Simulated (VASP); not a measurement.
# Ru12N (a cell with a defect) in VASP: further runs

The runs below take Ru12N (a cell with a defect) through single point, with PBEsol.

Program: VASP 6.6.1. These are calculated values, not measurements. Logs are shortened: lines on timing, memory, paths and dates and some standing lists are left out, and cuts for length are marked.

## (1) The cell of the first run

The cell holds a defect, 13 atoms: a = 5.400 Å, b = 8.100 Å, c = 4.277 Å, α = 90.00°, β = 90.00°, γ = 120.00°.

## (2) Single point, PBEsol

The input, INCAR:

```
SYSTEM = Ru12N
PREC = Accurate
ENCUT = 520
EDIFF = 1E-6
ISMEAR = -1
SIGMA = 0.1
LREAL = .False.
LASPH = .True.
NELM = 120
ALGO = Normal
ISIF = 2
LWAVE = .False.
LCHARG = .False.
GGA = PS
NBANDS = 98
GGA_COMPAT = .False.
```

The input, KPOINTS:

```
regular mesh
0
Gamma
  3 2 3
  0 0 0
```

The input, POSCAR:

```
Ru12N
1.0
    5.4000000000      0.0000000000      0.0000000000
   -4.0500000000      7.0148060000      0.0000000000
    0.0000000000      0.0000000000      4.2768000000
Ru N
12 1
Direct
   -0.0209701065     -0.0115897717     -0.0109661429
    0.1272654532      0.2178107278      0.4637345679
   -0.0191148607      0.3372295684      0.0097736626
    0.1920603286      0.5464014258      0.4988542836
    0.0139644661      0.6560266955      0.0418537224
    0.1721718845      0.8834884386      0.4972643098
    0.4989443050     -0.0130866057     -0.0023615788
    0.6304395096      0.2259934202      0.4949962589
    0.4999052370      0.3529106863     -0.0034137673
    0.6802321114      0.5646057781      0.4943181818
    0.5492050193      0.6800758282     -0.0009586607
    0.6712565840      0.8962186552      0.4927515900
    0.3276126415      0.1246933985      0.7872474747
```

Potentials or basis: VASP PAW PBE potentials, release 64 (Ru_pv, N).

Launch:

```
cat potpaw_PBE.64/Ru_pv/POTCAR potpaw_PBE.64/N/POTCAR > POTCAR
mpirun -np 1 vasp_std > vasp.out
```

OUTCAR:

```text
SYSTEM = Ru12N
   PREC = Accurate
   ENCUT = 520
   EDIFF = 1E-6
   ISMEAR = -1
   LREAL = .False.
   LASPH = .True.
   NELM = 120
   ISIF = 2
   GGA = PS

 ion  position               nearest neighbor table
   1  0.979  0.988  0.989-  13 1.85  11 2.41  12 2.57   7 2.59  12 2.59   2 2.59   6 2.67   6 2.72
                             2 2.77   5 2.80   7 2.81   3 2.82   9 2.89
   2  0.127  0.218  0.464-  13 2.11   3 2.47   4 2.51  12 2.54   1 2.59   9 2.65   8 2.69   8 2.72
                             1 2.77   3 2.79   6 2.84   9 2.87  10 2.90
   3  0.981  0.337  0.010-   2 2.47   5 2.50   4 2.57   8 2.64   4 2.65   9 2.66   7 2.73   9 2.74
                             8 2.74   2 2.79   1 2.82  11 2.93
   4  0.192  0.546  0.499-   2 2.51   5 2.53  10 2.57   3 2.57   3 2.65  11 2.72  11 2.72  12 2.72
                             6 2.79   5 2.82   8 2.84  10 2.84
   5  0.014  0.656  0.042-  10 2.49   3 2.50   6 2.52   4 2.53  11 2.62   9 2.64   7 2.66   1 2.80
                            11 2.80  10 2.82   4 2.82   6 2.82
   6  0.172  0.883  0.497-  13 2.10   5 2.52  10 2.62   7 2.63   7 2.63   8 2.64  12 2.65   1 2.67
                             1 2.72  12 2.76   4 2.79   5 2.82   2 2.84
   7  0.499  0.987  0.998-  13 1.99  12 2.56   1 2.59  12 2.60   6 2.63   6 2.63  11 2.63   5 2.66
                             8 2.72   3 2.73   8 2.74   1 2.81   9 2.96
   8  0.630  0.226  0.495-  13 1.89   9 2.61  10 2.62   9 2.62   6 2.64   3 2.64   2 2.69   2 2.72
                             7 2.72   7 2.74   3 2.74  12 2.79   4 2.84
   9  0.500  0.353  0.997-  13 1.83  11 2.53  10 2.60   8 2.61  10 2.61   8 2.62   5 2.64   2 2.65
                             3 2.66   3 2.74   2 2.87   1 2.89   7 2.96
  10  0.680  0.565  0.494-   5 2.49  11 2.55   4 2.57  11 2.59   9 2.60   9 2.61   8 2.62   6 2.62
                            12 2.71   5 2.82   4 2.84   2 2.90
  11  0.549  0.680  0.999-   1 2.41   9 2.53  10 2.55  10 2.59  12 2.61   5 2.62   7 2.63  12 2.65
                             4 2.72   4 2.72   5 2.80   3 2.93
  12  0.671  0.896  0.493-   2 2.54   7 2.56   1 2.57   1 2.59   7 2.60  11 2.61   6 2.65  11 2.65
                            10 2.71   4 2.72   6 2.76   8 2.79
  13  0.328  0.125  0.787-   9 1.83   1 1.85   8 1.89   7 1.99   6 2.10   2 2.11

  LATTYP: Found a simple monoclinic cell.
 ALAT       =     5.4000000000
 B/A-ratio  =     0.7920000000
 C/A-ratio  =     1.3228756972
 COS(beta)  =    -0.1889822305

  Lattice vectors:

 A1 = (   5.4000000000,   0.0000000000,   0.0000000000)
 A2 = (   0.0000000000,   0.0000000000,   4.2768000000)
 A3 = (  -1.3500000000,  -7.0148060000,   0.0000000000)

Analysis of symmetry for initial positions (statically):
=====================================================================
 Subroutine PRICEL returns:
 Original cell was already a primitive cell.

 Routine SETGRP: Setting up the symmetry group for a
 simple monoclinic supercell.

 Subroutine GETGRP returns: Found  1 space group operations
 (whereof  1 operations were pure point group operations)
 out of a pool of  4 trial point group operations.

The static configuration has the point symmetry C_1 .

Analysis of symmetry for dynamics (positions and initial velocities):
=====================================================================
 Subroutine PRICEL returns:
 Original cell was already a primitive cell.

 Routine SETGRP: Setting up the symmetry group for a
 simple monoclinic supercell.

 Subroutine GETGRP returns: Found  1 space group operations
 (whereof  1 operations were pure point group operations)
 out of a pool of  4 trial point group operations.

The dynamic configuration has the point symmetry C_1 .

 Subroutine INISYM returns: Found  1 space group operations
 (whereof  1 operations are pure point group operations),
 and found     1 'primitive' translations

----------------------------------------------------------------------------------------

                                     Primitive cell

  volume of cell :     162.0050

  direct lattice vectors                    reciprocal lattice vectors
[... 71 lines left out ...]
|        The reciprocal lattice is simple monoclinic,                         |
|        whereas your k-lattice is hexagonal.                                 |
|                                                                             |
|     Results are often still useful ...                                      |
|                                                                             |
 -----------------------------------------------------------------------------

 Subroutine IBZKPT returns following result:
 ===========================================

 Found     10 irreducible k-points:

 Following reciprocal coordinates:
            Coordinates               Weight
  0.000000  0.000000  0.000000      1.000000
  0.333333  0.000000  0.000000      2.000000
  0.000000  0.500000  0.000000      1.000000
  0.333333  0.500000  0.000000      2.000000
  0.000000  0.000000  0.333333      2.000000
  0.333333  0.000000  0.333333      2.000000
 -0.333333  0.000000  0.333333      2.000000
  0.000000  0.500000  0.333333      2.000000
  0.333333  0.500000  0.333333      2.000000
 -0.333333  0.500000  0.333333      2.000000
   k-points           NKPTS =     10   k-points in BZ     NKDIM =     10   number of bands    NBANDS=     98
   number of dos      NEDOS =    301   number of ions     NIONS =     13
   total plane-waves  NPLWV =  76800
   dimension x,y,z NGX =    40 NGY =   60 NGZ =   32
   dimension x,y,z NGXF=    80 NGYF=  120 NGZF=   64
   ions per type =              12   1
   NGX,Y,Z   is equivalent  to a cutoff of  12.31, 12.31, 12.44 a.u.
   NGXF,Y,Z  is equivalent  to a cutoff of  24.63, 24.63, 24.88 a.u.
 SYSTEM =  Ru12N
   PREC   = accura    normal or accurate (medium, high low for compatibility)
   ISTART =      0    job   : 0-new  1-cont  2-samecut
   ICHARG =      2    charge: 1-file 2-atom 10-const
   ISPIN  =      1    spin polarized calculation?
   LNONCOLLINEAR =      F non collinear calculations
   LSORBIT =      F    spin-orbit coupling
   LASPH  =      T    aspherical Exc in radial PAW
   ENCUT  =  520.0 eV  38.22 Ry    6.18 a.u.  10.04 15.06  7.95*2*pi/ulx,y,z
   NELM   =    120;   NELMIN=  2; NELMDL= -5     # of ELM steps
   EDIFF  = 0.1E-05   stopping-criterion for ELM
   LREAL  =      F    real-space projection
   EDIFFG = 0.1E-04   stopping-criterion for IOM
   NSW    =      0    number of steps for IOM
   IBRION =     -1    ionic relax: 0-MD 1-quasi-New 2-CG
   NFREE  =      0    steps in history (QN), initial steepest desc. (CG)
   ISIF   =      2    stress and relaxation
   ISYM   =      2    0-nonsym 1-usesym 2-fastsym
   POTIM  = 0.5000    time-step for ionic-motion
   TEBEG  =    0.0;   TEEND  =   0.0 temperature during run
   PSTRESS=    0.0 pullay stress
   NELECT =     173.0000    total number of electrons
   NUPDOWN=      -1.0000    fix difference up-down
   EMIN   =  10.00;   EMAX   =-10.00  energy-range for DOS
   EFERMI =   0.00;   METHOD = LEGACY
   ISMEAR =    -1;   SIGMA  =   0.10  broadening in eV -4-tet -1-fermi 0-gaus
   EFERMI_NEDOS =   21; number of points for ismear=-14 and -15
   IALGO  =     38    algorithm
   IMIX   =      4    mixing-type and parameters
     AMIX     =   0.40;   BMIX     =  1.00
     AMIX_MAG =   1.60;   BMIX_MAG =  1.00
  volume/ion in A,a.u.               =      12.46        84.10
  Fermi-wavevector in a.u.,A,eV,Ry     =   1.673327  3.162129 38.096616  2.800022
  Thomas-Fermi vector in A             =   2.758318
   LORBIT       =      0    0 simple, 1 ext, 2 COOP (PROOUT), +10 PAW based schemes
   GGA     = PS    functional components
   LHFCALC =     F    Hartree Fock is set to
   AEXX    =    0.0000 exact exchange contribution
   IVDW    =     0    specifies the selected vdW correction
   LEPSILON=     F    determine dielectric tensor
   LRPA    =     F    only Hartree local field effects (RPA)
 non-spin polarized calculation
  energy-cutoff  :      520.00
  volume of cell :      162.00
 maximum number of plane-waves:      4386
   NGX = 21   NGY = 31   NGZ = 15

 number of electron     173.0000011 magnetization

 Free energy of the ion-electron system (eV)
  ---------------------------------------------------
  ext. energy  EPLUGINS =         0.00000000
  ---------------------------------------------------
  free energy    TOTEN  =      -127.20264375 eV

  energy without entropy =     -126.81955565  energy(sigma->0) =     -127.01109970

 E-fermi :  13.5305     XC(G=0): -14.4830

 val. band max:       13.5239588164   @ k =   0.3333   0.5000   0.3333
 cond. band min:      13.5331850477   @ k =   0.0000   0.5000   0.3333
 fundamental gap:      0.0092262313
 Fermi energy:        13.5304857315

 k-point     1 :       0.0000    0.0000    0.0000
  band No.  band energies     occupation
      1     -30.5825      2.00000
      2     -30.4098      2.00000
      3     -30.2724      2.00000
      4     -30.1819      2.00000
      5     -30.1325      2.00000
      6     -30.0883      2.00000
[... 999 lines left out ...]
     97      14.9169      0.00000
     98      15.1623      0.00000

------------------------ aborting loop because EDIFF is reached ----------------------------------------

  FORCE on cell =-STRESS in cart. coord.  units (eV):
  Direction    XX          YY          ZZ          XY          YZ          ZX
  --------------------------------------------------------------------------------------
  -------------------------------------------------------------------------------------
  Total       18.0415400     24.2068513     15.0846280      0.8127549      0.0603596     -2.3061571
  in kB      178.4250475    239.3980003    149.1821362      8.0378855      0.5969375    -22.8071546
  external PRESSURE =     189.0017280 kB  Pullay stress =       0.0000000 kB

 VOLUME and BASIS-vectors are now :
 -----------------------------------------------------------------------------
  energy-cutoff  :      520.00
  volume of cell :      162.00
      direct lattice vectors                 reciprocal lattice vectors
     5.400000000  0.000000000  0.000000000     0.185185185  0.106916713  0.000000000
    -4.050000000  7.014806000  0.000000000     0.000000000  0.142555617  0.000000000
     0.000000000  0.000000000  4.276800000     0.000000000  0.000000000  0.233819678

 POSITION                                       TOTAL-FORCE (eV/Angst)
 -----------------------------------------------------------------------------------
      1.28370      6.93351      4.22990        -1.526122     -0.076134      1.239257
     -0.19490      1.52790      1.98330         0.555059      0.526672      1.453085
      3.93100      2.36560      0.04180         0.667139     -0.290921     -1.359302
     -1.17580      3.83290      2.13350        -1.128440      1.097435      0.514775
     -2.58150      4.60190      0.17900        -0.385970      0.040338     -1.922152
     -2.64840      6.19750      2.12670        -0.341261     -1.321828     -0.115137
     -1.30270      6.92301      4.26670         1.016650      0.513970      0.399383
      2.48910      1.58530      2.11700         3.158360      0.702607     -1.106753
      1.27020      2.47560      4.26220        -0.308568      2.425991      1.225628
      1.38660      3.96060      2.11410         0.194306      0.353726      0.496867
      0.21140      4.77060      4.27270        -2.249070     -1.258827     -0.129318
     -0.00490      6.28680      2.10740        -0.066200     -1.315994     -0.009082
      1.26410      0.87470      3.36690         0.414117     -1.397038     -0.687252
 -----------------------------------------------------------------------------------
    total drift:                               -0.000528     -0.000333      0.001565

  FREE ENERGIE OF THE ION-ELECTRON SYSTEM (eV)
  ---------------------------------------------------
  free  energy   TOTEN  =      -127.2026437542 eV

  energy  without entropy=     -126.8195556459  energy(sigma->0) =     -127.01109970
```

It took 9 min on 1 thread of Oxide Virtual Turin-like, shared host; peak memory 0.28 GiB.

What came out:

```yaml
Free_energy: -127.2026 eV
Pressure: 18.9 GPa
Largest_force: 3.420 eV/Å
Band_gap_on_the_k_mesh: zero (an odd number of electrons rules out a gap without spin polarisation)
```

Forces on the atoms (eV/Å):
```
Ru  -1.526 -0.076  1.239
Ru   0.555  0.527  1.453
Ru   0.667 -0.291 -1.359
Ru  -1.128  1.097  0.515
Ru  -0.386  0.040 -1.922
Ru  -0.341 -1.322 -0.115
Ru   1.017  0.514  0.399
Ru   3.158  0.703 -1.107
Ru  -0.309  2.426  1.226
Ru   0.194  0.354  0.497
Ru  -2.249 -1.259 -0.129
Ru  -0.066 -1.316 -0.009
N    0.414 -1.397 -0.687
```

Caveat: the k points lie up to 0.49 Å⁻¹ apart, too coarse for converged energies and pressures of a metal; the PAW data sets were made with another functional, which shifts forces and pressure a little.

## (3) Single point, PBEsol

The input, INCAR:

```
  PREC = Accurate
  ENCUT = 520
  EDIFF = 1E-6
  ISMEAR = -1
  SIGMA = 0.1
  LREAL = F
  LASPH = T
  NELM = 120
  ALGO = Normal
  ISIF = 2
  LWAVE = F
  LCHARG = F
  GGA = PS
  NBANDS = 98
  GGA_COMPAT = F
```

The input, KPOINTS:

```
regular mesh
0
Gamma
  3 2 3
```

The input, POSCAR:

```
Ru12N
1.0
    5.4000000000      0.0000000000      0.0000000000
   -4.0500000000      7.0148060000      0.0000000000
    0.0000000000      0.0000000000      4.2768000000
Ru N
12 1
Direct
   -0.0207093783      0.0013257672     -0.0067106248
    0.1583327177      0.2337769569      0.4796576880
    0.0228666466      0.3282913312      0.0067807707
    0.1591363639      0.5525028062      0.4823232323
   -0.0101287142      0.6652357884     -0.0023849607
    0.1283951316      0.8660823977      0.4790731388
    0.5161538890     -0.0140417283      0.0339973812
    0.7101651440      0.2205905623      0.5081369248
    0.5411974895      0.3520410971     -0.0033202394
    0.6475734368      0.5687398910      0.4918864572
    0.4925371994      0.6702965128      0.0030396558
    0.6468090140      0.8944367100      0.5101477740
    0.3493534192      0.1016564107      0.7379582866
```

Potentials or basis: VASP PAW PBE potentials, release 64 (Ru_pv, N).

Launch:

```
cat potpaw_PBE.64/Ru_pv/POTCAR potpaw_PBE.64/N/POTCAR > POTCAR
mpirun -np 1 vasp_std > vasp.out
```

It took 9.1 min on 1 thread of Oxide Virtual Turin-like, shared host; peak memory 0.29 GiB.

Results (log left out):

| Property | Result |
| --- | --- |
| Free energy | -127.4620 eV |
| Pressure | 16.8 GPa |
| Largest force | 3.598 eV/Å |
| Band gap on the k mesh | zero (an odd number of electrons rules out a gap without spin polarisation) |

Forces in eV/Å, atoms in the order of the input:
```
Ru   1.673 -0.984  0.168
Ru   3.258 -0.396  1.474
Ru  -1.404  1.626 -0.802
Ru  -0.311  0.363  0.757
Ru   0.186 -0.773 -0.494
Ru   0.599  1.092  0.937
Ru  -2.511  1.047 -1.970
Ru  -2.704  1.800 -0.659
Ru  -0.924 -1.275  0.000
Ru   1.549 -0.395  0.332
Ru   0.178 -0.226 -0.649
Ru   1.412 -2.224  0.688
N   -1.003  0.346  0.219
```

Stress tensor (GPa, compression positive):
```
19.92 -0.07  1.92
-0.07 17.91 -0.21
 1.92 -0.21 12.71
```

Levels at points of the mesh, in eV from the Fermi level:
```
           k point  band 82  band 83  band 84  band 85  band 86  band 87  band 88  band 89  band 90  band 91
(0.00, 0.00, 0.00)    -0.65    -0.27    -0.20    -0.02     0.08     0.18     0.30     0.42     0.59     0.66
(0.00, 0.50, 0.00)    -1.36    -1.23    -1.11    -0.29    -0.08     0.11     0.45     0.93     0.98     1.17
```

Caveat: the k points lie up to 0.49 Å⁻¹ apart, too coarse for converged energies and pressures of a metal; the atoms stand as in a frame of molecular dynamics; the PAW data sets were made with another functional, which shifts forces and pressure a little.

## (4) Single point, PBEsol

The input, INCAR:

```
SYSTEM = Ru12N
PREC = Accurate ; ENCUT = 520
EDIFF = 1E-6 ; ISMEAR = -1
SIGMA = 0.1 ; LREAL = .FALSE.
LASPH = .TRUE. ; NELM = 120
ALGO = Normal ; ISIF = 2
LWAVE = .FALSE. ; LCHARG = .FALSE.
GGA = PS ; NBANDS = 98
GGA_COMPAT = .FALSE.
```

The input, KPOINTS:

```
regular mesh
0
G
  3 2 3
  0 0 0
```

The input, POSCAR:

```
Ru12N
1.0
    5.4000000000      0.0000000000      0.0000000000
   -4.0500000000      7.0148060000      0.0000000000
    0.0000000000      0.0000000000      4.2768000000
Ru N
12 1
Direct
    0.0116717535      0.0078833256     -0.0172091283
    0.1408814455      0.2253234088      0.5217218481
   -0.0202011617      0.3370157350     -0.0067807707
    0.1531286584      0.5411838902      0.4888935653
   -0.0033735392      0.6681439230     -0.0283857089
    0.1809665612      0.8715850445      0.5087448560
    0.5255760026     -0.0234789102      0.0024317247
    0.6791150866      0.2292151772      0.5086980920
    0.4802870520      0.3478642175     -0.0187055743
    0.6616749543      0.5771221613      0.5156191545
    0.5071742041      0.6733186919     -0.0117611298
    0.6772087709      0.8845005835      0.5205293678
    0.3367534515      0.0986342317      0.7299382716
```

Launch:

```
cat potpaw_PBE.64/Ru_pv/POTCAR potpaw_PBE.64/N/POTCAR > POTCAR
mpirun -np 1 vasp_std > vasp.out
```

Wall time 7.1 min (1 thread of Oxide Virtual Turin-like, shared host); peak memory 0.28 GiB.

It converged, with:

- Free energy: -126.8619 eV
- Pressure: 21.3 GPa
- Largest force: 4.408 eV/Å
- Band gap on the k mesh: zero (an odd number of electrons rules out a gap without spin polarisation)

Forces in eV/Å, atoms in the order of the input:
```
Ru  -1.034 -2.053  3.762
Ru  -0.104  0.699 -2.990
Ru   0.667  0.105  1.365
Ru  -0.306  1.295 -0.020
Ru   0.297 -1.709  2.408
Ru  -1.015 -1.311 -2.966
Ru  -2.092  2.584  1.009
Ru   0.433  0.666 -2.009
Ru   1.477  0.802  2.012
Ru   1.647 -1.504 -2.174
Ru  -0.313 -1.229  1.305
Ru   0.066  0.361 -2.442
N    0.276  1.295  0.740
```

Stress tensor (GPa, compression positive):
```
21.43 -3.15 -3.41
-3.15 25.19 -0.29
-3.41 -0.29 17.16
```

Levels at points of the mesh, in eV from the Fermi level:
```csv
k point,band 82,band 83,band 84,band 85,band 86,band 87,band 88,band 89,band 90,band 91
"(0.00, 0.00, 0.00)",-0.59,-0.47,-0.17,-0.08,0.08,0.12,0.32,0.43,0.50,0.71
"(0.00, 0.50, 0.00)",-1.43,-1.27,-1.16,-0.11,0.13,0.29,0.51,0.77,0.98,1.07
```

Caveat: the k points lie up to 0.49 Å⁻¹ apart, too coarse for converged energies and pressures of a metal; the atoms stand as in a frame of molecular dynamics; the PAW data sets were made with another functional, which shifts forces and pressure a little.

## (5) Summary

| cell | gap on the mesh (eV) | pressure (GPa) | largest force (eV/Å) |
| --- | --- | --- | --- |
| as given, atomic positions A | none | 18.9 | 3.42 |
| as given, atomic positions B | none | 16.8 | 3.60 |
| as given, atomic positions C | none | 21.3 | 4.41 |

Alike in all rows: task single point; level PBEsol; potentials or basis VASP PAW PBE potentials, release 64 (Ru_pv, N); no spin polarisation; k mesh 3 × 2 × 3; cutoff (eV) 520; smearing fermi-dirac 0.1 eV.

Caveats: all runs use coarse meshes; the PAW data sets were made with another functional, which shifts forces and pressure a little; the atoms stand as in a frame of molecular dynamics (at least some runs).

Total energies depend on the potentials used, so only differences within one code and one set of settings carry meaning.

The gap in the log of VASP goes by the Fermi energy; the results here count the filled bands.